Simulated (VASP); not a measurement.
Wanted: the native input for a VASP 6.6.1 run.

```yaml
Task: single point
Functional: r2SCAN
Potentials_or_basis: VASP PAW PBE potentials, release 64 (Pd)
Cutoff: 520 eV
k_mesh: 12 × 12 × 12
Occupations: fermi-dirac, width 0.05 eV
Spin: no spin polarisation
Dipole_correction: no
Further_INCAR_settings: ALGO = Normal; EDIFF = 1e-06; NBANDS = 11
```

The system is Pd.

```xyz
1
Lattice="-1.5270 1.5270 1.5270 1.5270 -1.5270 1.5270 1.5270 1.5270 -1.5270" Properties=species:S:1:pos:R:3 pbc="T T T"
Pd    0.0000    0.0000    0.0000
```

These files were run (other wordings do the same):

POSCAR

```
Pd
1.0
   -1.5269696385      1.5269696385      1.5269696385
    1.5269696385     -1.5269696385      1.5269696385
    1.5269696385      1.5269696385     -1.5269696385
Pd
1
Direct
    0.0000000000      0.0000000000      0.0000000000
```

INCAR.step1

```
PREC = Accurate
ENCUT = 520
ISMEAR = -1
SIGMA = 0.05
LREAL = False
LASPH = True
NELM = 100
NBANDS = 11
GGA = PE
ALGO = Normal
EDIFF = 1E-4
LWAVE = True
LCHARG = False
```

INCAR.step2

```
PREC = Accurate
ENCUT = 520
EDIFF = 1E-6
ISMEAR = -1
SIGMA = 0.05
LREAL = False
LASPH = True
NELM = 100
ALGO = Normal
ISIF = 2
LWAVE = False
LCHARG = False
METAGGA = R2SCAN
LMIXTAU = True
NBANDS = 11
ISTART = 1
```

KPOINTS

```
Automatic mesh
0
Gamma
  12 12 12
```

Potentials or basis: VASP PAW PBE potentials, release 64 (Pd).

Command:

```bash
$ cat potpaw_PBE.64/Pd/POTCAR > POTCAR
$ cp INCAR.step1 INCAR
$ mpirun -np 1 vasp_std > vasp.out
$ cp INCAR.step2 INCAR
$ mpirun -np 1 vasp_std > vasp.out
```

It gave:

The pressure is 12.1 GPa. The band gap on the k mesh is zero (band 5 reaches 10.90 eV, above the bottom of band 6 at 8.98 eV).

Caveat: the PAW data sets were made with another functional, which shifts forces and pressure a little.

Run time: 17 s on 1 thread of Intel(R) Xeon(R) 6975P-C (Granite Rapids), on a shared host, peak memory 0.13 GiB.
